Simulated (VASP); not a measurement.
BeS: relaxation of cell and atoms with PBEsol

BeS:

```
CELL_PARAMETERS angstrom
2.41896 2.41896 0.00000
-2.41896 2.41896 0.00000
0.00000 2.41896 2.41896
ATOMIC_POSITIONS crystal
Be 0.00000 0.00000 0.00000
S 0.75000 0.25000 0.50000
```

| Item | Value |
| --- | --- |
| Program | VASP 6.6.1 |
| Task | relaxation of cell and atoms |
| Functional | PBEsol |
| Potentials or basis | VASP PAW PBE potentials, release 64 (Be, S) |
| Cutoff | 600 eV |
| k mesh | 8 × 8 × 8 |
| Occupations | gaussian, width 0.01 eV |
| Spin | no spin polarisation |
| Target pressure | 7 GPa |
| Dipole correction | no |
| Further INCAR settings | ALGO = Normal; EDIFF = 1e-07; IBRION = 2; EDIFFG = -0.002; NSW = 100; ISIF = 3 |

The relaxed volume is 13.30 Å³/atom, the relaxed cell is a = 3.351 Å, b = 3.351 Å, c = 3.351 Å, α = 60.00°, β = 60.00°, γ = 90.00° and the space group after relaxing (to 0.05 Å) is F-43m (No. 216). The energy change on relaxing (the enthalpy is what falls) is +18.3 meV/atom. The ionic steps are 3 and the pressure after relaxing is 7.0 GPa. The band gap on the k mesh is 2.76 eV, indirect (least direct gap 5.57 eV).

Step by step:
```
step  energy change (eV)  largest force (eV/Å)  pressure (GPa)  volume (Å³)
   1              0.0000                0.0000            0.19        28.31
   2              0.0737                0.0000           10.37        25.91
   3              0.0366                0.0000            7.01        26.60
```

Final structure:
```
Be S
1.0
     2.36936    2.36936    0.00000
    -2.36936    2.36936    0.00000
     0.00000    2.36936    2.36936
Be S
1 1
Direct
  0.00000 0.00000 0.00000
  0.75000 0.25000 0.50000
```

Levels at points of the mesh, in eV from the valence-band top:
```tsv
k point	band 1	band 2	band 3	band 4	band 5	band 6	band 7	band 8
(0.00, 0.00, 0.00)	-14.21	0.00	0.00	0.00	5.57	5.57	5.57	6.30
(0.50, 0.00, 0.00)	-12.37	-6.33	-1.14	-1.14	5.63	6.45	6.45	11.29
(0.50, 0.50, 0.00)	-11.76	-5.44	-2.93	-2.93	2.76	4.74	13.31	13.31
```

Wall time 20 s on 1 thread of Intel(R) Xeon(R) Platinum 8259CL CPU @ 2.50GHz (Skylake/Cascade Lake), with other jobs on the host, peak memory 0.15 GiB.

Caveat: the cell is relaxed towards a set pressure, so the enthalpy falls and the energy may rise; the PAW data sets were made with another functional, which shifts forces and pressure a little. A k mesh can miss the band edges.
